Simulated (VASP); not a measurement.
# Ti2SiGe2 (R-3m) in VASP: relaxation of cell and atoms with PBE

Aim: the relaxation of cell and atoms of Ti2SiGe2 with PBE.

Everything below comes from runs of VASP 6.6.1. Logs are shortened: lines on timing, memory, paths and dates and some standing lists are left out, and cuts for length are marked.

## Step 1: The cell of the first run

Symmetry: R-3m, No. 166, trigonal system. Conventional cell: a = 3.170 Å, b = 3.170 Å, c = 29.571 Å, α = 90.00°, β = 90.00°, γ = 120.00°. Ti (site symmetry 3m) has 3 Ge at 2.75 Å and 9 Ti at 2.81 to 3.17 Å within 3.6 Å. Si (site symmetry -3m) has 6 Ge at 2.57 Å and 6 Si at 3.17 Å within 3.4 Å. Ge (site symmetry 3m) has 3 Si at 2.57 Å and 3 Ti at 2.75 Å and 6 Ge at 3.17 Å within 3.4 Å.

The cell was generated, and may not be a known phase.

## Step 2: Relaxation of cell and atoms, PBE

INCAR

```
PREC = Accurate
ENCUT = 600
EDIFF = 1E-6
ISMEAR = 0
SIGMA = 0.1
LREAL = False
LASPH = True
NELM = 80
ALGO = Normal
ISIF = 3
LWAVE = False
LCHARG = False
GGA = PE
IBRION = 2
NSW = 100
EDIFFG = -0.01
LUSENCCL = False
```

KPOINTS

```
regular mesh
0
Gamma
  12 12 12
```

POSCAR

```
Ti2SiGe2
1.0
    1.5848278160      0.9150007662      9.8568501270
   -1.5848278160      0.9150007662      9.8568501270
    0.0000000000     -1.8300015324      9.8568501270
Ti Si Ge
2 1 2
Direct
    0.2028064237      0.2028064237      0.2028064237
    0.7971935763      0.7971935763      0.7971935763
    0.0000000000      0.0000000000      0.0000000000
    0.3944856336      0.3944856336      0.3944856336
    0.6055143664      0.6055143664      0.6055143664
```

Potentials or basis: VASP PAW PBE potentials, release 64 (Ti_sv, Si, Ge_d).

Run with:

```console
$ cat potpaw_PBE.64/Ti_sv/POTCAR potpaw_PBE.64/Si/POTCAR potpaw_PBE.64/Ge_d/POTCAR > POTCAR
$ mpirun -np 1 vasp_std > vasp.out
```

OUTCAR:

```text
PREC = Accurate
   ENCUT = 600
   EDIFF = 1E-6
   ISMEAR = 0
   LREAL = False
   LASPH = True
   NELM = 80
   ISIF = 3
   GGA = PE
   IBRION = 2
   NSW = 100
   EDIFFG = -0.01

 ion  position               nearest neighbor table
   1  0.203  0.203  0.203-   5 2.75   5 2.75   5 2.75   2 2.81   2 2.81   2 2.81
   2  0.797  0.797  0.797-   4 2.75   4 2.75   4 2.75   1 2.81   1 2.81   1 2.81
   3  0.000  0.000  0.000-   5 2.57   5 2.57   4 2.57   4 2.57   5 2.57   4 2.57
   4  0.394  0.394  0.394-   3 2.57   3 2.57   3 2.57   2 2.75   2 2.75   2 2.75
   5  0.606  0.606  0.606-   3 2.57   3 2.57   3 2.57   1 2.75   1 2.75   1 2.75

  LATTYP: Found a trigonal (rhomboedric) cell.
 ALAT       =    10.0252880275
 COS(alpha) =     0.9500195171

  Lattice vectors:

 A1 = (   1.5848278160,   0.9150007662,   9.8568501270)
 A2 = (  -1.5848278160,   0.9150007662,   9.8568501270)
 A3 = (   0.0000000000,  -1.8300015324,   9.8568501270)

Analysis of symmetry for initial positions (statically):
=====================================================================
 Subroutine PRICEL returns:
 Original cell was already a primitive cell.

 Routine SETGRP: Setting up the symmetry group for a
 trigonal (rhombohedral) supercell.

 Subroutine GETGRP returns: Found 12 space group operations
 (whereof 12 operations were pure point group operations)
 out of a pool of 12 trial point group operations.

The static configuration has the point symmetry D_3d.

Analysis of symmetry for dynamics (positions and initial velocities):
=====================================================================
 Subroutine PRICEL returns:
 Original cell was already a primitive cell.

 Routine SETGRP: Setting up the symmetry group for a
 trigonal (rhombohedral) supercell.

 Subroutine GETGRP returns: Found 12 space group operations
 (whereof 12 operations were pure point group operations)
 out of a pool of 12 trial point group operations.

The dynamic configuration has the point symmetry D_3d.

 Subroutine INISYM returns: Found 12 space group operations
 (whereof 12 operations are pure point group operations),
 and found     1 'primitive' translations

----------------------------------------------------------------------------------------

                                     Primitive cell

  volume of cell :      85.7616

  direct lattice vectors                    reciprocal lattice vectors
     1.584827816  0.915000766  9.856850127     0.315491686  0.182149210  0.033817429
    -1.584827816  0.915000766  9.856850127    -0.315491686  0.182149210  0.033817429
     0.000000000 -1.830001532  9.856850127     0.000000000 -0.364298420  0.033817429

  length of vectors
    10.025288028 10.025288028 10.025288028     0.365864671  0.365864671  0.365864671

  position of ions in fractional coordinates (direct lattice)
     0.202806424  0.202806424  0.202806424
     0.797193576  0.797193576  0.797193576
     0.000000000  0.000000000  0.000000000
     0.394485634  0.394485634  0.394485634
     0.605514366  0.605514366  0.605514366

  ion indices of the primitive-cell ions
   primitive index   ion index
                 1           1
                 2           2
                 3           3
                 4           4
                 5           5

----------------------------------------------------------------------------------------

 KPOINTS: regular mesh

Automatic generation of k-mesh.
 Grid dimensions read from file:
 generate k-points for:   12   12   12

 Generating k-lattice:

  Cartesian coordinates                     Fractional coordinates (reciprocal lattice)
     0.026290974  0.015179101  0.002818119     0.083333333  0.000000000 -0.000000000
    -0.026290974  0.015179101  0.002818119     0.000000000  0.083333333 -0.000000000
     0.000000000 -0.030358202  0.002818119    -0.000000000 -0.000000000  0.083333333

  Length of vectors
     0.030488723  0.030488723  0.030488723

  Shift w.r.t. Gamma in fractional coordinates (k-lattice)
     0.000000000  0.000000000  0.000000000

 Subroutine IBZKPT returns following result:
 ===========================================

 Found    189 irreducible k-points:

 Following reciprocal coordinates:
            Coordinates               Weight
  0.000000  0.000000  0.000000      1.000000
  0.083333  0.000000  0.000000      6.000000
  0.166667  0.000000  0.000000      6.000000
  0.250000  0.000000  0.000000      6.000000
  0.333333  0.000000  0.000000      6.000000
  0.416667  0.000000  0.000000      6.000000
[... 16 lines left out ...]
  0.500000  0.166667  0.000000     12.000000
 -0.416667  0.166667  0.000000     12.000000
 [... further k-points ...]
   k-points           NKPTS =    189   k-points in BZ     NKDIM =    189   number of bands    NBANDS=     33
   number of dos      NEDOS =    301   number of ions     NIONS =      5
   total plane-waves  NPLWV = 512000
   dimension x,y,z NGX =    80 NGY =   80 NGZ =   80
   dimension x,y,z NGXF=   160 NGYF=  160 NGZF=  160
   ions per type =               2   1   2
   NGX,Y,Z   is equivalent  to a cutoff of  13.27, 13.27, 13.27 a.u.
   NGXF,Y,Z  is equivalent  to a cutoff of  26.53, 26.53, 26.53 a.u.
 SYSTEM =  unknown system
   PREC   = accura    normal or accurate (medium, high low for compatibility)
   ISTART =      0    job   : 0-new  1-cont  2-samecut
   ICHARG =      2    charge: 1-file 2-atom 10-const
   ISPIN  =      1    spin polarized calculation?
   LNONCOLLINEAR =      F non collinear calculations
   LSORBIT =      F    spin-orbit coupling
   LASPH  =      T    aspherical Exc in radial PAW
   ENCUT  =  600.0 eV  44.10 Ry    6.64 a.u.  20.02 20.02 20.02*2*pi/ulx,y,z
   NELM   =     80;   NELMIN=  2; NELMDL= -5     # of ELM steps
   EDIFF  = 0.1E-05   stopping-criterion for ELM
   LREAL  =      F    real-space projection
   EDIFFG = -.1E-01   stopping-criterion for IOM
   NSW    =    100    number of steps for IOM
   IBRION =      2    ionic relax: 0-MD 1-quasi-New 2-CG
   NFREE  =      1    steps in history (QN), initial steepest desc. (CG)
   ISIF   =      3    stress and relaxation
   ISYM   =      2    0-nonsym 1-usesym 2-fastsym
   POTIM  = 0.5000    time-step for ionic-motion
   TEBEG  =    0.0;   TEEND  =   0.0 temperature during run
   PSTRESS=    0.0 pullay stress
   NELECT =      56.0000    total number of electrons
   NUPDOWN=      -1.0000    fix difference up-down
   EMIN   =  10.00;   EMAX   =-10.00  energy-range for DOS
   EFERMI =   0.00;   METHOD = LEGACY
   ISMEAR =     0;   SIGMA  =   0.10  broadening in eV -4-tet -1-fermi 0-gaus
   EFERMI_NEDOS =   21; number of points for ismear=-14 and -15
   IALGO  =     38    algorithm
   IMIX   =      4    mixing-type and parameters
     AMIX     =   0.40;   BMIX     =  1.00
     AMIX_MAG =   1.60;   BMIX_MAG =  1.00
  volume/ion in A,a.u.               =      17.15       115.75
  Fermi-wavevector in a.u.,A,eV,Ry     =   1.420277  2.683935 27.445509  2.017188
  Thomas-Fermi vector in A             =   2.541210
   LORBIT       =      0    0 simple, 1 ext, 2 COOP (PROOUT), +10 PAW based schemes
   GGA     = PE    functional components
   LHFCALC =     F    Hartree Fock is set to
   AEXX    =    0.0000 exact exchange contribution
   IVDW    =     0    specifies the selected vdW correction
   LEPSILON=     F    determine dielectric tensor
   LRPA    =     F    only Hartree local field effects (RPA)
 conjugate gradient relaxation of ions
 non-spin polarized calculation
 Gauss-broadening in eV      SIGMA  =   0.10
  energy-cutoff  :      600.00
  volume of cell :       85.76
 maximum number of plane-waves:      2888
   NGX = 41   NGY = 41   NGZ = 41

--------------------------------------- Ionic step        1  -------------------------------------------

 number of electron      55.9999999 magnetization

 Free energy of the ion-electron system (eV)
  ---------------------------------------------------
  ext. energy  EPLUGINS =         0.00000000
  ---------------------------------------------------
  free energy    TOTEN  =       -29.66129353 eV

  energy without entropy =      -29.64123694  energy(sigma->0) =      -29.65126524

------------------------ aborting loop because EDIFF is reached ----------------------------------------

  FORCE on cell =-STRESS in cart. coord.  units (eV):
  Direction    XX          YY          ZZ          XY          YZ          ZX
  --------------------------------------------------------------------------------------
  -------------------------------------------------------------------------------------
  Total        0.1235105      0.1235105     -0.0732232      0.0000000     -0.0000000      0.0000000
  in kB        2.3073925      2.3073925     -1.3679371      0.0000000     -0.0000000      0.0000000
  external PRESSURE =       1.0822826 kB  Pullay stress =       0.0000000 kB
[... 180 lines left out ...]
  energy  without entropy=      -29.6451318365  energy(sigma->0) =      -29.65509465

--------------------------------------- Ionic step        6  -------------------------------------------

 number of electron      56.0000011 magnetization

 Free energy of the ion-electron system (eV)
  ---------------------------------------------------
  ext. energy  EPLUGINS =         0.00000000
  ---------------------------------------------------
  free energy    TOTEN  =       -29.66531279 eV

  energy without entropy =      -29.64544170  energy(sigma->0) =      -29.65537725

 E-fermi :   8.0381     XC(G=0): -11.3895

 val. band max:        8.0377035993   @ k =  -0.4167   0.1667   0.0833
 cond. band min:       8.0412747810   @ k =  -0.2500  -0.2500   0.0833
 fundamental gap:      0.0035711817
 Fermi energy:         8.0380572875

 k-point     1 :       0.0000    0.0000    0.0000
  band No.  band energies     occupation
      1     -48.9462      2.00000
      2     -48.8590      2.00000
      3     -25.3784      2.00000
      4     -25.0585      2.00000
      5     -25.0585      2.00000
      6     -25.0169      2.00000
[... 853 lines left out ...]
     32       9.3117      0.00000
     33       9.6939      0.00000

 [... further k-points ...]

------------------------ aborting loop because EDIFF is reached ----------------------------------------

  FORCE on cell =-STRESS in cart. coord.  units (eV):
  Direction    XX          YY          ZZ          XY          YZ          ZX
  --------------------------------------------------------------------------------------
  -------------------------------------------------------------------------------------
  Total        0.0269656      0.0269656      0.0150919      0.0000000     -0.0000000      0.0000000
  in kB        0.5025157      0.5025157      0.2812444      0.0000000     -0.0000000      0.0000000
  external PRESSURE =       0.4287586 kB  Pullay stress =       0.0000000 kB
[... 20 lines left out ...]
  FREE ENERGIE OF THE ION-ELECTRON SYSTEM (eV)
  ---------------------------------------------------
  free  energy   TOTEN  =       -29.6653127902 eV

  energy  without entropy=      -29.6454417046  energy(sigma->0) =      -29.65537725

 reached required accuracy - stopping structural energy minimisation
```

Wall time 27 min (1 × NVIDIA H100 80GB with 1 thread of AMD EPYC 7R13 (Zen 3), shared host); peak memory 2.2 GiB.

What came out:

- Free energy: -29.6653 eV
- Relaxed volume: 17.19 Å³/atom
- Relaxed cell: a = 10.004 Å, b = 10.004 Å, c = 10.004 Å, α = 18.27°, β = 18.27°, γ = 18.27°
- Space group after relaxing (to 0.1 Å): R-3m (No. 166)
- Energy gained by relaxing: 0.8 meV/atom
- Ionic steps: 6
- Pressure after relaxing: 0.0 GPa
- Largest force after relaxing: 0.010 eV/Å
- Band gap on the k mesh: zero (bands 28 and 29 overlap by 1.55 eV)

Forces in eV/Å, atoms in the order of the input:
```
Ti   0.000  0.000  0.010
Ti   0.000  0.000 -0.010
Si   0.000  0.000  0.000
Ge   0.000  0.000 -0.001
Ge   0.000  0.000  0.001
```

The path:
```tsv
step	energy change (eV)	largest force (eV/Å)	pressure (GPa)	volume (Å³)
1	0.0000	0.1636	0.11	85.76
2	-0.0028	0.0844	0.07	85.91
3	-0.0032	0.0720	0.01	86.00
4	-0.0033	0.0645	-0.02	85.99
5	-0.0038	0.0384	0.01	85.98
6	-0.0040	0.0097	0.04	85.97
```

Final structure:
```xyz
5
Lattice="1.5886 0.9172 9.8342 -1.5886 0.9172 9.8342 0.0000 -1.8344 9.8342" Properties=species:S:1:pos:R:3 pbc="T T T"
Ti    0.0000    0.0000    5.9801
Ti    0.0000    0.0000   23.5224
Si    0.0000    0.0000    0.0000
Ge    0.0000    0.0000   11.6186
Ge    0.0000    0.0000   17.8839
```
